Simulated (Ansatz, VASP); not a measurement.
Two plane-wave programs on As

The input INCAR:

```
PREC = Accurate
ENCUT = 600
EDIFF = 1E-7
ISMEAR = -1
SIGMA = 0.05
LREAL = False
LASPH = True
NELM = 80
ALGO = Normal
ISIF = 3
LWAVE = False
LCHARG = False
GGA = RP
IBRION = 2
NSW = 60
EDIFFG = -0.01
```

KPOINTS

```
Automatic mesh
0
Gamma
  9 9 9
```

Contents of POSCAR:

```
As
1.0
    1.8807968987      1.0858785957      3.5140619945
   -1.8807968987      1.0858785957      3.5140619945
    0.0000000000     -2.1717571915      3.5140619945
As
2
Direct
    0.2260000000      0.2260000000      0.2260000000
    0.7740000000      0.7740000000      0.7740000000
```

Contents of input.yaml:

```yaml
crystal:
  lattice:
    - [1.8807968987, 1.0858785957, 3.5140619945]
    - [-1.8807968987, 1.0858785957, 3.5140619945]
    - [0.0, -2.1717571915, 3.5140619945]
  atoms:
    - { symbol: As, position: [0.226, 0.226, 0.226] }
    - { symbol: As, position: [0.774, 0.774, 0.774] }
hamiltonian:
  xc: rpbe
  pseudopotentials: { kind: paw }
kpoints:
  mp_grid: { grid: [9, 9, 9] }
scf:
  occupations: { method: fermi_dirac, width: 0.05 }
output:
  forces: true
  stress: true
  eigenvalues: true
  write_density: true
  write_potential: true
  elf: true
  volumetric_format: npy
relax:
  f_tol: 0.01
  max_steps: 40
  cell: { stress_tol: 0.05 }
```

Alike in both runs: task relaxation of cell and atoms; functional RPBE; k mesh 9 × 9 × 9; occupations fermi-dirac, width 0.05 eV; no spin polarisation.

```csv
,VASP,Ansatz
version,VASP 6.6.1,Ansatz 0.2.0
potentials or method,"VASP PAW PBE potentials, release 64 (As)",Ansatz PAW
plane-wave cutoff (eV),600,420
valence electrons in the cell,10,30
```

Ansatz gave:

| Quantity | Value |
| --- | --- |
| gap on the k mesh at the Fermi level, each at its own relaxed structure (eV) | 1.66 |
| relaxed volume (Å³/atom) | 39.81 |
| relaxed cell length with the largest relative difference (Å) | 7.227 |

Question: Estimate VASP's values.

Answer: gap on the k mesh at the Fermi level, each at its own relaxed structure (eV): 1.55; relaxed volume (Å³/atom): 36.43; relaxed cell length with the largest relative difference (Å): 6.657.

VASP's potentials were made for PBE, not for RPBE. One of these differences is far larger than is usual between the two programs; its cause wasn't traced. VASP's potentials hold 10 valence electrons a cell and Ansatz's 30, so a difference there can come from the potentials and not from the codes.

Noted on VASP's run: the volume moved by over 15 % at a fixed basis, so the end points are rough. Noted on Ansatz's run: the volume moved by over 15 % at a fixed basis, so the end points are rough; odd divisions of the mesh miss points on the zone boundary, where band edges often lie, so the gap on the mesh can be too wide; the plane-wave basis is chosen anew once the cell has moved, so the energies of steps on either side of that aren't comparable.
